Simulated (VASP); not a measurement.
PbS, 4 atoms in the cell. The cell holds a slab with vacuum, 4 atoms: a = 4.047 Å, b = 4.047 Å, c = 11.757 Å, α = 93.68°, β = 93.68°, γ = 89.21°.  This cell differs from its parent crystal: equal xx and yy strain of -2 %.

| Property | Result |
| --- | --- |
| Program | VASP 6.6.1 |
| Task | electric field gradients |
| Functional | PBEsol |
| Potentials or basis | VASP PAW PBE potentials, release 64 (Pb_d, S) |
| Cutoff | 520 eV |
| k mesh | 7 × 7 × 3 |
| Occupations | fermi-dirac, width 0.01 eV |
| Spin | no spin polarisation |
| Dipole correction | no |
| Further INCAR settings | ALGO = Normal; EDIFF = 1e-08; NBANDS = 28 |

Potentials or basis: VASP PAW PBE potentials, release 64 (Pb_d, S).

Launch:

```console
$ cat potpaw_PBE.64/Pb_d/POTCAR potpaw_PBE.64/S/POTCAR > POTCAR
$ mpirun -np 1 vasp_std > vasp.out
```

Hardware: 1 thread of Oxide Virtual Turin-like Processor (shared host).

How long does it take, and how much memory?

Run time: 4.2 min on 1 thread of Oxide Virtual Turin-like Processor, with other jobs on the host, peak memory 0.34 GiB. Counts: scf iterations 20, k points 44.
